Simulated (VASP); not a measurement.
Set up this calculation in VASP 6.6.1, as the native input.

```yaml
Task: single point
Functional: PBEsol
Potentials_or_basis: VASP PAW PBE potentials, release 64 (P)
Cutoff: 520 eV
k_mesh: 12 × 12 × 12
Occupations: gaussian, width 0.15 eV
Spin: no spin polarisation
Dipole_correction: no
Further_INCAR_settings: ALGO = Normal; EDIFF = 1e-07; NBANDS = 8
```

The structure of P lies in POSCAR:

```
P
1.0
    4.2729048574      0.0000000000      0.0000000000
    0.0000000000      4.2729048574      0.0000000000
    0.0000000000      0.0000000000      4.4874500000
P
1
Direct
    0.0000000000      0.0000000000      0.0000000000
```

This cell differs from its parent crystal: strain +0.000 along x and y, +0.025 along z.

The input as run:

INCAR

```
SYSTEM = P
PREC = Accurate ; ENCUT = 520
EDIFF = 1E-7 ; ISMEAR = 0
SIGMA = 0.15 ; LREAL = .FALSE.
LASPH = .TRUE. ; NELM = 80
ALGO = Normal ; ISIF = 2
LWAVE = .FALSE. ; LCHARG = .TRUE.
GGA = PS ; LELF = .TRUE.
LVHAR = .TRUE. ; NBANDS = 8
```

KPOINTS

```
regular mesh
0
G
  12 12 12
  0 0 0
```

Potentials or basis: VASP PAW PBE potentials, release 64 (P).

The run is started by

```sh
$ cat potpaw_PBE.64/P/POTCAR > POTCAR
$ mpirun -np 1 vasp_std > vasp.out
```

Results of the run:

```
Pressure : -3.6 GPa
```

Caveat: the cell differs from its parent crystal (strain +0.000 along x and y, +0.025 along z); the PAW data sets were made with another functional, which shifts forces and pressure a little.

Wall time 47 s on 1 thread of Intel(R) Xeon(R) Platinum 8375C CPU @ 2.90GHz (Ice Lake), with other jobs on the host, peak memory 0.25 GiB.
